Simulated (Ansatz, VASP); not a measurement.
**BiTe: VASP beside Ansatz**

INCAR

```
  ALGO = Normal
  EDIFF = 1E-6
  ENCUT = 520
  GGA = PE
  ISIF = 2
  ISMEAR = -1
  LASPH = T
  LCHARG = F
  LREAL = F
  LWAVE = F
  NBANDS = 18
  NELM = 60
  PREC = Accurate
  SIGMA = 0.08
```

Contents of KPOINTS:

```
k-points
0
Gamma
  10 10 10
```

Contents of POSCAR:

```
BiTe
1.0
    0.0000000000      3.2564244654      3.2564244654
    3.2564244654      0.0000000000      3.2564244654
    3.2564244654      3.2564244654      0.0000000000
Bi Te
1 1
Direct
    0.0000000000      0.0000000000      0.0000000000
    0.5000000000      0.5000000000      0.5000000000
```

Input for Ansatz:

```yaml
crystal:
  lattice:
    - [0.0, 3.2564244654, 3.2564244654]
    - [3.2564244654, 0.0, 3.2564244654]
    - [3.2564244654, 3.2564244654, 0.0]
  atoms:
    - { symbol: Bi, position: [0.0, 0.0, 0.0] }
    - { symbol: Te, position: [0.5, 0.5, 0.5] }
kpoints:
  mp_grid: { grid: [10, 10, 10] }
scf:
  occupations: { method: fermi_dirac, width: 0.08 }
hamiltonian:
  xc: pbe
  pseudopotentials: { kind: all_electron, lapw: { basis_error: 0.0005 } }
output:
  forces: true
  stress: true
  eigenvalues: true
```

Change from the starting cell: volume scaled by 1.02.

Alike in both runs: task single point; functional PBE; k mesh 10 × 10 × 10; occupations fermi-dirac, width 0.08 eV; no spin polarisation.

```csv
,VASP,Ansatz
version,VASP 6.6.1,Ansatz 0.2.0
potentials or method,"VASP PAW PBE potentials, release 64 (Bi_d, Te), cutoff 520 eV","all-electron LAPW, scalar-relativistic"
```

|  | VASP | Ansatz | Ansatz less VASP |
| --- | --- | --- | --- |
| pressure (GPa) | -0.2 | -0.2 | +0.07 |

Ansatz ran all-electron here, and VASP with PAW potentials.

Spin-orbit coupling is off throughout.
